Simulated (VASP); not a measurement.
# WS (I4/mmm) in VASP: single point with PBE

Aim: the single point of WS with PBE.

Program: VASP 6.6.1. These are calculated values, not measurements. Logs are shortened: lines on timing, memory, paths and dates and some standing lists are left out, and cuts for length are marked.

## Step 1: The cell of the first run

Symmetry: I4/mmm, No. 139, tetragonal system. Conventional cell: a = 4.313 Å, b = 4.313 Å, c = 4.949 Å, α = 90.00°, β = 90.00°, γ = 90.00°. Within 3.3 Å of W (site symmetry 4/mmm) lie 6 S at 2.47 to 3.05 Å. S (site symmetry 4/mmm) has 6 W at 2.47 to 3.05 Å within 3.3 Å.

## Step 2: Single point, PBE

Contents of INCAR:

```
SYSTEM = WS
  ALGO = Normal
  EDIFF = 1E-6
  ENCUT = 520
  GGA = PE
  ISIF = 2
  ISMEAR = -1
  LASPH = .TRUE.
  LCHARG = .FALSE.
  LREAL = .FALSE.
  LWAVE = .FALSE.
  NBANDS = 17
  NELM = 60
  PREC = Accurate
  SIGMA = 0.04
```

Contents of KPOINTS:

```
k-points
0
G
  5 5 5
  0 0 0
```

Contents of POSCAR:

```
WS
1.0
   -2.1564652700      2.1564652700      2.4747265300
    2.1564652700     -2.1564652700      2.4747265300
    2.1564652700      2.1564652700     -2.4747265300
W S
1 1
Direct
    0.5000000000      0.5000000000      0.0000000000
    0.0000000000      0.0000000000      0.0000000000
```

Potentials or basis: VASP PAW PBE potentials, release 64 (W_sv, S).

Command:

```sh
> cat potpaw_PBE.64/W_sv/POTCAR potpaw_PBE.64/S/POTCAR > POTCAR
> mpirun -np 1 vasp_std > vasp.out
```

OUTCAR:

```text
SYSTEM = WS
   EDIFF = 1E-6
   ENCUT = 520
   GGA = PE
   ISIF = 2
   ISMEAR = -1
   LASPH = .TRUE.
   LREAL = .FALSE.
   NELM = 60
   PREC = Accurate

 ion  position               nearest neighbor table
   1  0.500  0.500  0.000-   2 2.47   2 2.47   2 3.05   2 3.05   2 3.05   2 3.05
   2  0.000  0.000  0.000-   1 2.47   1 2.47   1 3.05   1 3.05   1 3.05   1 3.05

  LATTYP: Found a body centered tetragonal cell.
 ALAT       =     4.3129305400
 C/A-ratio  =     1.1475846908

  Lattice vectors:

 A1 = (  -2.1564652700,   2.1564652700,   2.4747265300)
 A2 = (   2.1564652700,  -2.1564652700,   2.4747265300)
 A3 = (   2.1564652700,   2.1564652700,  -2.4747265300)

Analysis of symmetry for initial positions (statically):
=====================================================================
 Subroutine PRICEL returns:
 Original cell was already a primitive cell.

 Routine SETGRP: Setting up the symmetry group for a
 body centered tetragonal supercell.

 Subroutine GETGRP returns: Found 16 space group operations
 (whereof 16 operations were pure point group operations)
 out of a pool of 16 trial point group operations.

The static configuration has the point symmetry D_4h.

Analysis of symmetry for dynamics (positions and initial velocities):
=====================================================================
 Subroutine PRICEL returns:
 Original cell was already a primitive cell.

 Routine SETGRP: Setting up the symmetry group for a
 body centered tetragonal supercell.

 Subroutine GETGRP returns: Found 16 space group operations
 (whereof 16 operations were pure point group operations)
 out of a pool of 16 trial point group operations.

The dynamic configuration has the point symmetry D_4h.

 Subroutine INISYM returns: Found 16 space group operations
 (whereof 16 operations are pure point group operations),
 and found     1 'primitive' translations

----------------------------------------------------------------------------------------

                                     Primitive cell

  volume of cell :      46.0333

  direct lattice vectors                    reciprocal lattice vectors
    -2.156465270  2.156465270  2.474726530     0.000000000  0.231860910  0.202042526
     2.156465270 -2.156465270  2.474726530     0.231860910  0.000000000  0.202042526
     2.156465270  2.156465270 -2.474726530     0.231860910  0.231860910  0.000000000

  length of vectors
     3.927461816  3.927461816  3.927461816     0.307539695  0.307539695  0.327900844

  position of ions in fractional coordinates (direct lattice)
     0.500000000  0.500000000  0.000000000
     0.000000000  0.000000000  0.000000000

  ion indices of the primitive-cell ions
   primitive index   ion index
                 1           1
                 2           2

----------------------------------------------------------------------------------------

 KPOINTS: k-points

Automatic generation of k-mesh.
 Grid dimensions read from file:
 generate k-points for:    5    5    5

 Generating k-lattice:

  Cartesian coordinates                     Fractional coordinates (reciprocal lattice)
     0.000000000  0.046372182  0.040408505     0.200000000  0.000000000  0.000000000
     0.046372182  0.000000000  0.040408505     0.000000000  0.200000000  0.000000000
     0.046372182  0.046372182  0.000000000     0.000000000  0.000000000  0.200000000

  Length of vectors
     0.061507939  0.061507939  0.065580169

  Shift w.r.t. Gamma in fractional coordinates (k-lattice)
     0.000000000  0.000000000  0.000000000

 Subroutine IBZKPT returns following result:
 ===========================================

 Found     18 irreducible k-points:

 Following reciprocal coordinates:
            Coordinates               Weight
  0.000000  0.000000  0.000000      1.000000
  0.200000  0.000000 -0.000000      8.000000
  0.400000  0.000000  0.000000      8.000000
  0.200000  0.200000 -0.000000      8.000000
  0.400000  0.200000  0.000000     16.000000
 -0.400000  0.200000 -0.000000     16.000000
[... 10 lines left out ...]
 -0.400000  0.400000  0.400000      4.000000
 -0.400000 -0.400000  0.400000      2.000000
   k-points           NKPTS =     18   k-points in BZ     NKDIM =     18   number of bands    NBANDS=     17
   number of dos      NEDOS =    301   number of ions     NIONS =      2
   total plane-waves  NPLWV =  27000
   dimension x,y,z NGX =    30 NGY =   30 NGZ =   30
   dimension x,y,z NGXF=    60 NGYF=   60 NGZF=   60
   ions per type =               1   1
   NGX,Y,Z   is equivalent  to a cutoff of  12.70, 12.70, 12.70 a.u.
   NGXF,Y,Z  is equivalent  to a cutoff of  25.40, 25.40, 25.40 a.u.
 SYSTEM =  WS
   PREC   = accura    normal or accurate (medium, high low for compatibility)
   ISTART =      0    job   : 0-new  1-cont  2-samecut
   ICHARG =      2    charge: 1-file 2-atom 10-const
   ISPIN  =      1    spin polarized calculation?
   LNONCOLLINEAR =      F non collinear calculations
   LSORBIT =      F    spin-orbit coupling
   LASPH  =      T    aspherical Exc in radial PAW
   ENCUT  =  520.0 eV  38.22 Ry    6.18 a.u.   7.30  7.30  7.30*2*pi/ulx,y,z
   NELM   =     60;   NELMIN=  2; NELMDL= -5     # of ELM steps
   EDIFF  = 0.1E-05   stopping-criterion for ELM
   LREAL  =      F    real-space projection
   EDIFFG = 0.1E-04   stopping-criterion for IOM
   NSW    =      0    number of steps for IOM
   IBRION =     -1    ionic relax: 0-MD 1-quasi-New 2-CG
   NFREE  =      0    steps in history (QN), initial steepest desc. (CG)
   ISIF   =      2    stress and relaxation
   ISYM   =      2    0-nonsym 1-usesym 2-fastsym
   POTIM  = 0.5000    time-step for ionic-motion
   TEBEG  =    0.0;   TEEND  =   0.0 temperature during run
   PSTRESS=    0.0 pullay stress
   NELECT =      20.0000    total number of electrons
   NUPDOWN=      -1.0000    fix difference up-down
   EMIN   =  10.00;   EMAX   =-10.00  energy-range for DOS
   EFERMI =   0.00;   METHOD = LEGACY
   ISMEAR =    -1;   SIGMA  =   0.04  broadening in eV -4-tet -1-fermi 0-gaus
   EFERMI_NEDOS =   21; number of points for ismear=-14 and -15
   IALGO  =     38    algorithm
   IMIX   =      4    mixing-type and parameters
     AMIX     =   0.40;   BMIX     =  1.00
     AMIX_MAG =   1.60;   BMIX_MAG =  1.00
  volume/ion in A,a.u.               =      23.02       155.32
  Fermi-wavevector in a.u.,A,eV,Ry     =   1.239921  2.343111 20.917662  1.537405
  Thomas-Fermi vector in A             =   2.374384
   LORBIT       =      0    0 simple, 1 ext, 2 COOP (PROOUT), +10 PAW based schemes
   GGA     = PE    functional components
   LHFCALC =     F    Hartree Fock is set to
   AEXX    =    0.0000 exact exchange contribution
   IVDW    =     0    specifies the selected vdW correction
   LEPSILON=     F    determine dielectric tensor
   LRPA    =     F    only Hartree local field effects (RPA)
 non-spin polarized calculation
  energy-cutoff  :      520.00
  volume of cell :       46.03
 maximum number of plane-waves:      1253
 NGX is ok and might be reduce to    30
   NGX = 15   NGY = 15   NGZ = 15

 number of electron      19.9999998 magnetization

 Free energy of the ion-electron system (eV)
  ---------------------------------------------------
  ext. energy  EPLUGINS =         0.00000000
  ---------------------------------------------------
  free energy    TOTEN  =       -13.50637880 eV

  energy without entropy =      -13.46486789  energy(sigma->0) =      -13.48562335

 E-fermi :   6.1109     XC(G=0): -10.3716

 val. band max:        6.0901041981   @ k =  -0.4000  -0.4000   0.4000
 cond. band min:       6.1119893415   @ k =  -0.4000   0.2000  -0.0000
 fundamental gap:      0.0218851434
 Fermi energy:         6.1108532699

 k-point     1 :       0.0000    0.0000    0.0000
  band No.  band energies     occupation
      1     -68.7718      2.00000
      2     -33.0534      2.00000
      3     -32.8497      2.00000
      4     -32.8497      2.00000
      5      -8.6743      2.00000
      6       2.7563      2.00000
[... 9 lines left out ...]
     16      15.8488      0.00000
     17      16.6602      0.00000

 k-point     2 :       0.2000    0.0000   -0.0000
  band No.  band energies     occupation
      1     -68.7716      2.00000
      2     -33.0587      2.00000
      3     -32.8541      2.00000
      4     -32.8525      2.00000
      5      -8.3626      2.00000
      6       1.0417      2.00000
[... 9 lines left out ...]
     16      13.6937      0.00000
     17      15.6155      0.00000

 k-point     3 :       0.4000    0.0000    0.0000
  band No.  band energies     occupation
      1     -68.7713      2.00000
      2     -33.0679      2.00000
      3     -32.8607      2.00000
      4     -32.8569      2.00000
      5      -7.7550      2.00000
      6      -0.8300      2.00000
[... 9 lines left out ...]
     16      12.5841      0.00000
     17      14.4717      0.00000

 k-point     4 :       0.2000    0.2000   -0.0000
  band No.  band energies     occupation
      1     -68.7714      2.00000
      2     -33.0663      2.00000
      3     -32.8586      2.00000
      4     -32.8566      2.00000
      5      -7.8757      2.00000
      6      -0.4775      2.00000
[... 9 lines left out ...]
     16      12.5885      0.00000
     17      15.2001      0.00000

 k-point     5 :       0.4000    0.2000    0.0000
  band No.  band energies     occupation
      1     -68.7712      2.00000
      2     -33.0696      2.00000
      3     -32.8634      2.00000
      4     -32.8588      2.00000
      5      -7.6491      2.00000
      6      -0.7987      2.00000
[... 9 lines left out ...]
     16      12.3038      0.00000
     17      14.5245      0.00000

 k-point     6 :      -0.4000    0.2000   -0.0000
  band No.  band energies     occupation
      1     -68.7713      2.00000
      2     -33.0640      2.00000
      3     -32.8640      2.00000
      4     -32.8538      2.00000
      5      -8.0531      2.00000
      6       0.2939      2.00000
[... 9 lines left out ...]
     16      12.7309      0.00000
     17      15.3544      0.00000

 k-point     7 :      -0.2000    0.2000    0.0000
  band No.  band energies     occupation
      1     -68.7716      2.00000
      2     -33.0573      2.00000
      3     -32.8579      2.00000
      4     -32.8503      2.00000
      5      -8.4498      2.00000
      6       1.2097      2.00000
[... 9 lines left out ...]
     16      14.0730      0.00000
     17      15.2932      0.00000

 k-point     8 :       0.4000    0.4000    0.0000
  band No.  band energies     occupation
      1     -68.7712      2.00000
      2     -33.0670      2.00000
      3     -32.8704      2.00000
      4     -32.8544      2.00000
      5      -7.8994      2.00000
      6       0.6629      2.00000
[... 9 lines left out ...]
     16      12.7740      0.00000
     17      16.2461      0.00000
[... 83 lines left out ...]
      1     -68.7711      2.00000
      2     -33.0696      2.00000
      3     -32.8641      2.00000
      4     -32.8599      2.00000
      5      -7.8553      2.00000
      6      -0.0759      2.00000
[... 9 lines left out ...]
     16      12.0001      0.00000
     17      14.2304      0.00000

 k-point    14 :      -0.4000   -0.4000    0.2000
  band No.  band energies     occupation
      1     -68.7710      2.00000
      2     -33.0729      2.00000
      3     -32.8671      2.00000
      4     -32.8609      2.00000
      5      -7.7836      2.00000
      6       0.1260      2.00000
[... 9 lines left out ...]
     16      12.4245      0.00000
     17      14.8096      0.00000

 k-point    15 :      -0.2000   -0.4000    0.2000
  band No.  band energies     occupation
      1     -68.7711      2.00000
      2     -33.0717      2.00000
      3     -32.8615      2.00000
      4     -32.8601      2.00000
      5      -7.6921      2.00000
      6      -0.7701      2.00000
[... 9 lines left out ...]
     16      12.3289      0.00000
     17      13.9161      0.00000

 k-point    16 :      -0.2000   -0.2000    0.2000
  band No.  band energies     occupation
      1     -68.7715      2.00000
      2     -33.0648      2.00000
      3     -32.8555      2.00000
      4     -32.8555      2.00000
      5      -8.0400      2.00000
      6      -0.1954      2.00000
[... 9 lines left out ...]
     16      13.2184      0.00000
     17      13.7936      0.00000

 k-point    17 :      -0.4000    0.4000    0.4000
  band No.  band energies     occupation
      1     -68.7708      2.00000
      2     -33.0750      2.00000
      3     -32.8666      2.00000
      4     -32.8649      2.00000
      5      -7.8633      2.00000
      6       1.0157      2.00000
[... 9 lines left out ...]
     16      13.8151      0.00000
     17      14.3865      0.00000

 k-point    18 :      -0.4000   -0.4000    0.4000
  band No.  band energies     occupation
      1     -68.7708      2.00000
      2     -33.0763      2.00000
      3     -32.8650      2.00000
      4     -32.8650      2.00000
      5      -7.7656      2.00000
      6       0.1188      2.00000
[... 9 lines left out ...]
     16      14.0547      0.00000
     17      14.5883      0.00000

------------------------ aborting loop because EDIFF is reached ----------------------------------------

  FORCE on cell =-STRESS in cart. coord.  units (eV):
  Direction    XX          YY          ZZ          XY          YZ          ZX
  --------------------------------------------------------------------------------------
  -------------------------------------------------------------------------------------
  Total       -5.7681355     -5.7681355     -8.0737815      0.0000000      0.0000000      0.0000000
  in kB     -200.7584796   -200.7584796   -281.0058947      0.0000000      0.0000000      0.0000000
  external PRESSURE =    -227.5076180 kB  Pullay stress =       0.0000000 kB

 VOLUME and BASIS-vectors are now :
 -----------------------------------------------------------------------------
  energy-cutoff  :      520.00
  volume of cell :       46.03
      direct lattice vectors                 reciprocal lattice vectors
    -2.156465270  2.156465270  2.474726530     0.000000000  0.231860910  0.202042526
     2.156465270 -2.156465270  2.474726530     0.231860910  0.000000000  0.202042526
     2.156465270  2.156465270 -2.474726530     0.231860910  0.231860910  0.000000000

 POSITION                                       TOTAL-FORCE (eV/Angst)
 -----------------------------------------------------------------------------------
      0.00000      0.00000      2.47473        -0.000000      0.000000      0.000000
      0.00000      0.00000      0.00000         0.000000     -0.000000     -0.000000
 -----------------------------------------------------------------------------------
    total drift:                                0.000000     -0.000000      0.000000

  FREE ENERGIE OF THE ION-ELECTRON SYSTEM (eV)
  ---------------------------------------------------
  free  energy   TOTEN  =       -13.5063788006 eV

  energy  without entropy=      -13.4648678926  energy(sigma->0) =      -13.48562335
```

Wall time 8.6 s (1 thread of AMD EPYC 9R45 (Zen 5), shared host); peak memory 0.14 GiB.

What came out:

- Free energy: -13.5064 eV
- Pressure: -22.8 GPa
- Band gap on the k mesh: zero (bands 10 and 11 overlap by 1.86 eV)

Caveat: the k points lie up to 0.39 Å⁻¹ apart, too coarse for converged energies and pressures of a metal; spin-orbit coupling is left out, which moves the levels of the heavy elements.

The gap in the log of VASP goes by the Fermi energy; the results here count the filled bands.